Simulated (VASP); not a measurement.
A run of VASP 6.6.1 is set up as follows.

File INCAR:

```
SYSTEM = Si
PREC = Accurate
ENCUT = 520
EDIFF = 1E-7
ISMEAR = -1
SIGMA = 0.02
LREAL = .False.
LASPH = .True.
NELM = 60
ALGO = Normal
ISIF = 2
LWAVE = .False.
LCHARG = .False.
GGA = PS
NBANDS = 11
```

Contents of KPOINTS:

```
regular mesh
0
Gamma
  8 8 8
  0 0 0
```

The input POSCAR:

```
Si
1.0
    0.0000000000      2.7168311477      2.7168311477
    2.7168311477      0.0000000000      2.7168311477
    2.7168311477      2.7168311477      0.0000000000
Si
2
Direct
    0.2500000000      0.2500000000      0.2500000000
    0.0000000000      0.0000000000      0.0000000000
```

Potentials or basis: VASP PAW PBE potentials, release 64 (Si).

The run is started by

```sh
$ cat potpaw_PBE.64/Si/POTCAR > POTCAR
$ mpirun -np 1 vasp_std > vasp.out
```

Q: What does it give for the band gap on the k mesh?

A: 0.51 eV, indirect (least direct gap 2.52 eV).

Q: Predict the pressure.

A: 0.1 GPa.

Caveat: the PAW data sets were made with another functional, which shifts forces and pressure a little. Expect the measured gap to be larger: semilocal functionals such as PBEsol lack the derivative discontinuity.
